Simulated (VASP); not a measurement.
# LiF in VASP: notebook, part 2 of 2

VASP 6.6.1. The steps go on from the part before.

## Step 5: Single point, PBE-based global hybrid with 15 % exact exchange

This run uses another cell than the first one, of 8.17 Å³/atom.

The input, POSCAR:

```
LiF
1.0
    0.0000000000      2.0140000000      2.0140000000
    2.0140000000      0.0000000000      2.0140000000
    2.0140000000      2.0140000000      0.0000000000
F Li
1 1
Direct
    0.5000000000      0.5000000000      0.5000000000
    0.0000000000      0.0000000000      0.0000000000
```

The input, INCAR.step1:

```
PREC     = Accurate       # precision mode
ENCUT    = 520            # plane-wave cutoff, eV
EDIFF    = 1E-5           # SCF threshold, eV
ISMEAR   = -1             # smearing method
SIGMA    = 0.05           # smearing width, eV
LREAL    = F              # projectors in reciprocal space
LASPH    = T              # aspherical terms in the spheres
NELM     = 60             # most SCF steps
ALGO     = Normal         # electronic algorithm
ISIF     = 2              # what is computed and relaxed
LWAVE    = T              # write WAVECAR
LCHARG   = F              # write CHGCAR
NBANDS   = 12             # bands
GGA      = PE             # functional
```

The input, INCAR.step2:

```
PREC     = Accurate       # precision mode
ENCUT    = 520            # plane-wave cutoff, eV
EDIFF    = 1E-6           # SCF threshold, eV
ISMEAR   = -1             # smearing method
SIGMA    = 0.05           # smearing width, eV
LREAL    = F              # projectors in reciprocal space
LASPH    = T              # aspherical terms in the spheres
NELM     = 60             # most SCF steps
ALGO     = Normal         # electronic algorithm
ISIF     = 2              # what is computed and relaxed
LWAVE    = F              # write WAVECAR
LCHARG   = F              # write CHGCAR
GGA      = PE             # functional
LHFCALC  = T              # exact exchange
AEXX     = 0.15           # exact-exchange fraction
PRECFOCK = Normal       
NBANDS   = 12             # bands
ISTART   = 1
```

The input, KPOINTS:

```
regular mesh
0
Gamma
  7 7 7
```

Potentials or basis: VASP PAW PBE potentials, release 64 (F, Li_sv).

Run with:

```bash
$ cat potpaw_PBE.64/F/POTCAR potpaw_PBE.64/Li_sv/POTCAR > POTCAR
$ cp INCAR.step1 INCAR
$ mpirun -np 1 vasp_std > vasp.out
$ cp INCAR.step2 INCAR
$ mpirun -np 1 vasp_std > vasp.out
```

OUTCAR:

```text
PREC = Accurate
   ENCUT = 520
   EDIFF = 1E-6
   ISMEAR = -1
   LREAL = F
   LASPH = T
   NELM = 60
   ISIF = 2
   GGA = PE
   LHFCALC = T
   AEXX = 0.15
   PRECFOCK = Normal
   ISTART = 1

 ion  position               nearest neighbor table
   1  0.500  0.500  0.500-   2 2.01   2 2.01   2 2.01   2 2.01   2 2.01   2 2.01
   2  0.000  0.000  0.000-   1 2.01   1 2.01   1 2.01   1 2.01   1 2.01   1 2.01

  LATTYP: Found a face centered cubic cell.
 ALAT       =     4.0280000000

  Lattice vectors:

 A1 = (   0.0000000000,   2.0140000000,   2.0140000000)
 A2 = (   2.0140000000,   0.0000000000,   2.0140000000)
 A3 = (   2.0140000000,   2.0140000000,   0.0000000000)

Analysis of symmetry for initial positions (statically):
=====================================================================
 Subroutine PRICEL returns:
 Original cell was already a primitive cell.

 Routine SETGRP: Setting up the symmetry group for a
 face centered cubic supercell.

 Subroutine GETGRP returns: Found 48 space group operations
 (whereof 48 operations were pure point group operations)
 out of a pool of 48 trial point group operations.
[... 177 lines left out ...]
      3      -2.2937      2.00000
      4      -2.2937      2.00000
      5      -2.2937      2.00000
      6       8.6240      0.00000
      7      23.7363      0.00000
      8      23.7363      0.00000
      9      23.7363      0.00000
     10      23.9955      0.00000
     11      23.9955      0.00000
     12      23.9955      0.00000
[... 271 lines left out ...]
 k-point    20 :      -0.2857    0.4286    0.1429
  band No.  band energies     occupation
      1     -44.3769      2.00000
      2     -22.5621      2.00000
      3      -4.5773      2.00000
      4      -4.2124      2.00000
      5      -3.0588      2.00000
      6      14.1710      0.00000
      7      14.6822      0.00000
      8      17.7880      0.00000
      9      19.0479      0.00000
     10      25.5900      0.00000
     11      29.0020      0.00000
     12      34.4085      0.00000

------------------------ aborting loop because EDIFF is reached ----------------------------------------

  FORCE on cell =-STRESS in cart. coord.  units (eV):
  Direction    XX          YY          ZZ          XY          YZ          ZX
  --------------------------------------------------------------------------------------
  -------------------------------------------------------------------------------------
  Total       -0.0090766     -0.0090766     -0.0090766      0.0000000      0.0000000      0.0000000
  in kB       -0.8900710     -0.8900710     -0.8900710      0.0000000      0.0000000      0.0000000
  external PRESSURE =      -0.8900710 kB  Pullay stress =       0.0000000 kB

 VOLUME and BASIS-vectors are now :
 -----------------------------------------------------------------------------
  energy-cutoff  :      520.00
  volume of cell :       16.34
      direct lattice vectors                 reciprocal lattice vectors
     0.000000000  2.014000000  2.014000000    -0.248262165  0.248262165  0.248262165
     2.014000000  0.000000000  2.014000000     0.248262165 -0.248262165  0.248262165
     2.014000000  2.014000000  0.000000000     0.248262165  0.248262165 -0.248262165

 POSITION                                       TOTAL-FORCE (eV/Angst)
 -----------------------------------------------------------------------------------
      2.01400      2.01400      2.01400        -0.000000     -0.000000     -0.000000
      0.00000      0.00000      0.00000         0.000000      0.000000      0.000000
 -----------------------------------------------------------------------------------
    total drift:                                0.000000     -0.000000      0.000000

  FREE ENERGIE OF THE ION-ELECTRON SYSTEM (eV)
  ---------------------------------------------------
  free  energy   TOTEN  =       -10.9970280939 eV

  energy  without entropy=      -10.9970280939  energy(sigma->0) =      -10.99702809
```

OUTCAR.step1:

```text
PREC = Accurate
   ENCUT = 520
   EDIFF = 1E-5
   ISMEAR = -1
   LREAL = F
[... 517 lines left out ...]
      2.01400      2.01400      2.01400         0.000000      0.000000     -0.000000
      0.00000      0.00000      0.00000        -0.000000     -0.000000      0.000000
 -----------------------------------------------------------------------------------
    total drift:                               -0.000000     -0.000000      0.000000

  FREE ENERGIE OF THE ION-ELECTRON SYSTEM (eV)
  ---------------------------------------------------
  free  energy   TOTEN  =        -9.6375975391 eV

  energy  without entropy=       -9.6375975391  energy(sigma->0) =       -9.63759754
```

OSZICAR.step1:

```text
N       E                     dE             d eps       ncg     rms          rms(c)
DAV:   1     0.299152935703E+02    0.29915E+02   -0.52932E+03   504   0.840E+02
DAV:   2    -0.909419331535E+01   -0.39009E+02   -0.38079E+02   600   0.182E+02
DAV:   3    -0.101393700892E+02   -0.10452E+01   -0.10431E+01   624   0.252E+01
DAV:   4    -0.101481706131E+02   -0.88005E-02   -0.87999E-02   548   0.246E+00
DAV:   5    -0.101482683152E+02   -0.97702E-04   -0.97702E-04   624   0.199E-01    0.454E+00
DAV:   6    -0.962636258571E+01    0.52191E+00   -0.24896E+00   532   0.980E+00    0.139E+00
DAV:   7    -0.963068616338E+01   -0.43236E-02   -0.18211E-02   660   0.119E+00    0.860E-01
DAV:   8    -0.963749770046E+01   -0.68115E-02   -0.15113E-02   592   0.127E+00    0.111E-01
DAV:   9    -0.963751398761E+01   -0.16287E-04   -0.90340E-04   564   0.268E-01    0.428E-02
DAV:  10    -0.963759498844E+01   -0.81001E-04   -0.13334E-04   540   0.892E-02    0.139E-02
DAV:  11    -0.963759753910E+01   -0.25507E-05   -0.54557E-06   404   0.225E-02
   1 F= -.96375975E+01 E0= -.96375975E+01  d E =-.385710E-10
```

Run time: 5.2 min. Hardware: 1 thread of AMD EPYC 7R13 (Zen 3), shared host; peak memory 0.11 GiB.

Results:

```
Free energy            : -10.9970 eV
Band gap on the k mesh : 10.92 eV
```

Levels at points of the mesh, in eV from the valence-band top:
```csv
k point,band 1,band 2,band 3,band 4,band 5,band 6,band 7,band 8,band 9,band 10
"(0.00, 0.00, 0.00)",-42.16,-20.94,0.00,0.00,0.00,10.92,26.03,26.03,26.03,26.29
```

Caveat: the cutoff is under 1.25 times the usual one of these potentials, so pressure, stress and relaxed cells hold a basis-set (Pulay) error; the PAW data sets were made with another functional, which shifts forces and pressure a little.

## Step 6: Single point, PBE-based global hybrid with 25 % exact exchange

This run uses another cell than the first one, of 8.17 Å³/atom.

POSCAR is that of step 5.

The input, INCAR.step1:

```
SYSTEM = LiF
PREC     = Accurate       ! precision mode
ENCUT    = 520            ! plane-wave cutoff, eV
EDIFF    = 1E-5           ! SCF threshold, eV
ISMEAR   = -1             ! smearing method
SIGMA    = 0.05           ! smearing width, eV
LREAL    = .False.        ! projectors in reciprocal space
LASPH    = .True.         ! aspherical terms in the spheres
NELM     = 80             ! most SCF steps
ALGO     = Normal         ! electronic algorithm
ISIF     = 2              ! what is computed and relaxed
LWAVE    = .True.         ! write WAVECAR
NBANDS   = 12             ! bands
GGA      = PE             ! functional
```

The input, INCAR.step2:

```
SYSTEM = LiF
PREC     = Accurate       ! precision mode
ENCUT    = 520            ! plane-wave cutoff, eV
EDIFF    = 1E-6           ! SCF threshold, eV
ISMEAR   = -1             ! smearing method
SIGMA    = 0.05           ! smearing width, eV
LREAL    = .False.        ! projectors in reciprocal space
LASPH    = .True.         ! aspherical terms in the spheres
NELM     = 80             ! most SCF steps
ALGO     = Normal         ! electronic algorithm
ISIF     = 2              ! what is computed and relaxed
LWAVE    = .False.        ! write WAVECAR
LCHARG   = .True.         ! write CHGCAR
GGA      = PE             ! functional
LHFCALC  = .True.         ! exact exchange
AEXX     = 0.25           ! exact-exchange fraction
PRECFOCK = Normal       
LELF     = .True.         ! ELF
LVHAR    = .True.       
NBANDS   = 12             ! bands
ISTART   = 1
```

The input, KPOINTS:

```
Automatic mesh
0
Gamma
  7 7 7
  0 0 0
```

Potentials or basis: VASP PAW PBE potentials, release 64 (F, Li_sv).

Run with:

```bash
$ cat potpaw_PBE.64/F/POTCAR potpaw_PBE.64/Li_sv/POTCAR > POTCAR
$ cp INCAR.step1 INCAR
$ mpirun -np 1 vasp_std > vasp.out
$ cp INCAR.step2 INCAR
$ mpirun -np 1 vasp_std > vasp.out
```

Run time: 5.9 min. Hardware: 1 thread of AMD EPYC 7R13 (Zen 3), shared host; peak memory 0.11 GiB.

The run converged. Its results:

- Free energy: -11.9145 eV
- Band gap on the k mesh: 12.15 eV

Levels at points of the mesh, in eV from the valence-band top:
```csv
k point,band 1,band 2,band 3,band 4,band 5,band 6,band 7,band 8,band 9,band 10
"(0.00, 0.00, 0.00)",-42.98,-21.58,0.00,0.00,0.00,12.15,27.41,27.41,27.41,27.61
```

Caveat: the cutoff is under 1.25 times the usual one of these potentials, so pressure, stress and relaxed cells hold a basis-set (Pulay) error; the PAW data sets were made with another functional, which shifts forces and pressure a little.

## Step 7: Overview

| level | cell | k mesh | cutoff (eV) | smearing | tolerance level | purpose | dipole correction | grid for exact exchange (PRECFOCK) | share of exact exchange | gap on the mesh (eV) |
| --- | --- | --- | --- | --- | --- | --- | --- | --- | --- | --- |
| PBE | a = 2.863, b = 2.863, c = 2.848 Å, angles 60.2, 60.2, 59.7°, 2 atoms, atomic positions A | 18 × 18 × 18 | 1050 | gaussian 0.03 eV | tight | stress | - | - | - | 8.97 |
| PBE0 | a = 2.790 Å, angles 60.0°, 2 atoms, atomic positions B | 8 × 8 × 8 | 520 | fermi-dirac 0.05 eV | - | - | no | Normal | 0.25 | 12.76 |
| PBE-based global hybrid with 10 % exact exchange | a = 2.848 Å, angles 60.0°, 2 atoms, atomic positions B | 7 × 7 × 7 | 520 | fermi-dirac 0.05 eV | - | - | no | Normal | 0.1 | 10.31 |
| PBE-based global hybrid with 15 % exact exchange | a = 2.848 Å, angles 60.0°, 2 atoms, atomic positions B | 7 × 7 × 7 | 520 | fermi-dirac 0.05 eV | - | - | no | Normal | 0.15 | 10.92 |
| PBE-based global hybrid with 25 % exact exchange | a = 2.848 Å, angles 60.0°, 2 atoms, atomic positions B | 7 × 7 × 7 | 520 | fermi-dirac 0.05 eV | - | - | no | Normal | 0.25 | 12.15 |

Alike in all rows: task single point; potentials or basis VASP PAW PBE potentials, release 64 (F, Li_sv); no spin polarisation.

Caveats: the cutoff is under 1.25 times the usual one of these potentials, so pressure, stress and relaxed cells hold a basis-set (Pulay) error (at least some runs); the PAW data sets were made with another functional, which shifts forces and pressure a little (at least some runs).

Total energies depend on the potentials used, so only differences within one code and one set of settings carry meaning.
